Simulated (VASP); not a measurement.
Wanted: the native input for a VASP 6.6.1 run.

```
Task                   : single point
Functional             : PBEsol
Potentials or basis    : VASP PAW PBE potentials, release 64 (Ru_pv)
Cutoff                 : 520 eV
k mesh                 : 16 × 16 × 16
Occupations            : gaussian, width 0.1 eV
Spin                   : no spin polarisation
Dipole correction      : no
Further INCAR settings : ALGO = Normal; EDIFF = 1e-07; NBANDS = 13
```

The structure of Ru lies in POSCAR:

```
Ru
1.0
    2.4800752383      0.0000000000      0.0000000000
    0.0000000000      2.4800752383      0.0000000000
    0.0000000000      0.0000000000      2.4800752383
Ru
1
Direct
    0.0000000000      0.0000000000      0.0000000000
```

One way to write it, as run:

INCAR

```
PREC = Accurate ; ENCUT = 520
EDIFF = 1E-7 ; ISMEAR = 0
SIGMA = 0.1 ; LREAL = False
LASPH = True ; NELM = 80
ALGO = Normal ; ISIF = 2
LWAVE = False ; LCHARG = False
GGA = PS ; NBANDS = 13
```

KPOINTS

```
Automatic mesh
0
Gamma
  16 16 16
```

Potentials or basis: VASP PAW PBE potentials, release 64 (Ru_pv).

The run is started by

```sh
$ cat potpaw_PBE.64/Ru_pv/POTCAR > POTCAR
$ mpirun -np 1 vasp_std > vasp.out
```

It gave:

* Pressure: 0.2 GPa
* Band gap on the k mesh: zero (band 7 reaches 14.89 eV, above the bottom of band 8 at 9.78 eV)

Caveat: the PAW data sets were made with another functional, which shifts forces and pressure a little.

Run time: 8.1 s on 1 thread of Intel(R) Xeon(R) 6975P-C (Granite Rapids) (shared host), peak memory 0.14 GiB.
